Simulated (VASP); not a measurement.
Runs of VASP 6.6.1 on LiF. The structure is that of space group I4/mmm (No. 139), or close to it. The cells are those of the table. 

```tsv
cell	gap on the mesh (eV)
a = 2.851, b = 2.851, c = 2.962 Å, angles 58.7, 58.7, 62.6°, 2 atoms	8.68
a = 2.737, b = 2.737, c = 2.848 Å, angles 58.6, 58.6, 62.7°, 2 atoms	9.76
a = 2.857, b = 2.857, c = 3.076 Å, angles 57.4, 57.4, 65.1°, 2 atoms	(a)
a = 2.964, b = 2.964, c = 3.076 Å, angles 58.7, 58.7, 62.5°, 2 atoms	7.78
a = 2.857, b = 2.857, c = 2.620 Å, angles 62.7, 62.7, 54.6°, 2 atoms	(b)
```

Alike in all rows: task single point; level PBE; potentials or basis VASP PAW PBE potentials, release 64 (Li_sv, F); no spin polarisation; k mesh 10 × 10 × 10; cutoff (eV) 520; smearing gaussian 0.05 eV.

Task: Estimate the missing entries.

Result: (a) 8.30; (b) 9.69.

A k mesh can miss the band edges.
